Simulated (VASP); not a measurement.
**PbS: single point with PBEsol**

PbS:

```
CELL_PARAMETERS angstrom
0.00000 2.95091 2.95091
2.95091 0.00000 2.95091
2.95091 2.95091 0.00000
ATOMIC_POSITIONS crystal
Pb 0.00000 0.00000 0.00000
S 0.50000 0.50000 0.50000
```

```json
{
  "Program": "VASP 6.6.1",
  "Task": "single point",
  "Functional": "PBEsol",
  "Potentials or basis": "VASP PAW PBE potentials, release 64 (Pb_d, S)",
  "Cutoff": "520 eV",
  "k mesh": "6 × 6 × 6",
  "Occupations": "fermi-dirac, width 0.02 eV",
  "Spin": "no spin polarisation",
  "Dipole correction": "no",
  "Further INCAR settings": "ALGO = Normal; EDIFF = 1e-06; NBANDS = 17"
}
```

* Pressure: -0.1 GPa
* Band gap on the k mesh: 0.20 eV, direct

Levels at points of the mesh, in eV from the valence-band top:
| k point | band 6 | band 7 | band 8 | band 9 | band 10 | band 11 | band 12 | band 13 | band 14 | band 15 |
| --- | --- | --- | --- | --- | --- | --- | --- | --- | --- | --- |
| (0.00, 0.00, 0.00) | -13.76 | -6.05 | -2.26 | -2.26 | -2.26 | 5.19 | 5.19 | 5.19 | 6.59 | 6.59 |
| (0.50, 0.00, 0.00) | -12.45 | -9.00 | -1.86 | -1.86 | 0.00 | 0.20 | 1.85 | 1.85 | 8.49 | 10.05 |
| (0.50, 0.50, 0.00) | -11.99 | -7.28 | -5.40 | -3.58 | -3.58 | 3.64 | 5.56 | 5.68 | 5.68 | 11.18 |

Wall time 9.3 s on 1 thread of Intel Xeon 6455B, with other jobs on the host, peak memory 0.17 GiB.

Caveat: the PAW data sets were made with another functional, which shifts forces and pressure a little; spin-orbit coupling is left out, which moves the levels of the heavy elements. A k mesh can miss the band edges.
